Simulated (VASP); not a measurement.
A run of VASP 6.6.1:

Contents of INCAR:

```
PREC = Accurate
ENCUT = 520
EDIFF = 1E-6
ISMEAR = -1
SIGMA = 0.1
LREAL = F
LASPH = T
NELM = 60
ALGO = Normal
ISIF = 2
LWAVE = F
LCHARG = F
NBANDS = 21
```

Contents of KPOINTS:

```
regular mesh
0
Gamma
  14 14 14
```

The input POSCAR:

```
Sn
1.0
    0.0000000000      3.2380799624      3.2380799624
    3.2380799624      0.0000000000      3.2380799624
    3.2380799624      3.2380799624      0.0000000000
Sn
2
Direct
    0.5000000000      0.5000000000      0.5000000000
    0.7500000000      0.7500000000      0.7500000000
```

Potentials or basis: VASP PAW LDA potentials, release 64 (Sn_d).

Run with:

```bash
$ cat potpaw_LDA.64/Sn_d/POTCAR > POTCAR
$ mpirun -np 1 vasp_std > vasp.out
```

Hardware: 1 thread of Intel(R) Xeon(R) 6975P-C (Granite Rapids), on a shared host.

Task: How long does it take, and how much memory?

Result: It took 43 s on 1 thread of Intel(R) Xeon(R) 6975P-C (Granite Rapids), on a shared host, peak memory 0.24 GiB. Counts: scf iterations 11, k points 104.
